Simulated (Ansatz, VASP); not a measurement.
WS2: VASP beside Ansatz

The input INCAR:

```
SYSTEM = WS2
PREC = Accurate ; ENCUT = 520
EDIFF = 1E-7 ; ISMEAR = 0
SIGMA = 0.1 ; LREAL = .False.
LASPH = .True. ; NELM = 100
ALGO = Normal ; ISIF = 2
LWAVE = .False. ; LCHARG = .True.
GGA = PE ; LELF = .True.
LVHAR = .True. ; NBANDS = 20
```

KPOINTS

```
regular mesh
0
Gamma
  6 6 4
  0 0 0
```

Contents of POSCAR:

```
WS2
1.0
    3.0506631800      0.0000000000      0.0000000000
    0.0000000000      3.0506631800      0.0000000000
    0.0000000000      0.0000000000      6.3241450900
W S
1 2
Direct
    0.0000000000      0.0000000000      0.0000000000
    0.5000000000      0.5000000000      0.2843227100
    0.5000000000      0.5000000000      0.7156772900
```

Input for Ansatz:

```yaml
crystal:
  lattice:
    - [3.05066318, 0.0, 0.0]
    - [0.0, 3.05066318, 0.0]
    - [0.0, 0.0, 6.32414509]
  atoms:
    - { symbol: W, position: [0.0, 0.0, 0.0] }
    - { symbol: S, position: [0.5, 0.5, 0.28432271] }
    - { symbol: S, position: [0.5, 0.5, 0.71567729] }
basis:
  ecutwfc: 420
kpoints:
  mp_grid: { grid: [6, 6, 4] }
hamiltonian:
  xc: pbe
scf:
  occupations: { method: gaussian, width: 0.1 }
  lower_state_search: "off"
output:
  forces: true
  stress: true
  eigenvalues: true
```

Change from the starting cell: species swapped into the Ga2Cu type (P4/mmm, No. 123).

Alike in both runs: task single point; functional PBE; k mesh 6 × 6 × 4; occupations gaussian, width 0.1 eV; no spin polarisation.

|  | VASP | Ansatz |
| --- | --- | --- |
| version | VASP 6.6.1 | Ansatz 0.2.0 |
| potentials or method | VASP PAW PBE potentials, release 64 (W_sv, S), cutoff 520 eV | scalar-relativistic, plane waves, PAW |
| valence electrons in the cell | 26 | 26 |

Ansatz gave:

- gap on the k mesh at the Fermi level (eV): none
- pressure (GPa): -18.3
- traceless stress, the component that is largest in VASP (GPa): -9.25
- rms of the force components (eV/Å): 2.051

Estimate VASP's values.

gap on the k mesh at the Fermi level (eV): none; pressure (GPa): -18.4; traceless stress, the component that is largest in VASP (GPa): -9.20; rms of the force components (eV/Å): 2.053.

Atom by atom the forces differ by 0.003 eV/Å (rms over components). A gap of «none» marks a metal or a gap that the smearing closes. The functional is the same, so the differences come from potentials, cutoffs and numerics.

Neither program's run includes spin-orbit coupling.
